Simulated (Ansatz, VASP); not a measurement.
# Two plane-wave programs on C

```
C
1.0
     2.45585    0.00000    0.00000
    -1.22792    2.12683    0.00000
     0.00000    0.00000   37.35960
C
12
Direct
  0.66667 0.33333 0.20075
  0.33333 0.66667 0.20075
  0.66667 0.33333 0.29522
  0.00000 0.00000 0.29521
  0.33333 0.66667 0.38940
  0.66667 0.33333 0.38940
  0.66667 0.33333 0.61060
  0.33333 0.66667 0.61060
  0.33333 0.66667 0.70478
  0.00000 0.00000 0.70479
  0.66667 0.33333 0.79925
  0.33333 0.66667 0.79925
```

Alike in both runs: task single point; functional r2SCAN; k mesh 15 × 15 × 1; occupations gaussian, width 0.1 eV; no spin polarisation.

```csv
,VASP,Ansatz
version,VASP 6.6.1,Ansatz 0.2.0
potentials or method,"VASP PAW PBE potentials, release 64 (C), cutoff 520 eV","scalar-relativistic, plane waves, PAW"
valence electrons in the cell,48,48
```

```csv
,VASP,Ansatz,Ansatz less VASP
gap on the k mesh at the Fermi level (eV),0.01,0.01,0.000
least direct gap on the mesh (eV),0.01,0.01,0.000
```

VASP's potentials were made for PBE, not for r2SCAN. The functional is the same, so the differences come from potentials, cutoffs and numerics. Ansatz's warnings: xc potential rough in thin density.
